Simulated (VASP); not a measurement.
A run of VASP 6.6.1:

File INCAR:

```
PREC = Accurate ; ENCUT = 520
EDIFF = 1E-7 ; ISMEAR = 1
SIGMA = 0.1 ; LREAL = False
LASPH = True ; NELM = 100
ALGO = Normal ; ISIF = 2
LWAVE = False ; LCHARG = False
GGA = PE ; NBANDS = 16
```

The input KPOINTS:

```
Automatic mesh
0
Gamma
  8 8 6
```

File POSCAR:

```
CaI
1.0
    4.0907750216      0.0000000000      0.0000000000
   -2.0453875108      3.5427156177      0.0000000000
    0.0000000000      0.0000000000      4.5143804859
Ca I
1 1
Direct
    0.0000000000      0.0000000000      0.5000000000
    0.6666666667      0.3333333333      0.0000000000
```

Potentials or basis: VASP PAW PBE potentials, release 64 (Ca_sv, I).

Command:

```bash
$ cat potpaw_PBE.64/Ca_sv/POTCAR potpaw_PBE.64/I/POTCAR > POTCAR
$ mpirun -np 1 vasp_std > vasp.out
```

Hardware: 1 thread of Intel(R) Xeon(R) Platinum 8259CL CPU @ 2.50GHz (Skylake/Cascade Lake), with other jobs on the host.

Q: How long does it take, and how much memory?

A: It took 38 s on 1 thread of Intel(R) Xeon(R) Platinum 8259CL CPU @ 2.50GHz (Skylake/Cascade Lake) (shared host), peak memory 0.19 GiB. Counts: scf iterations 14, k points 40.
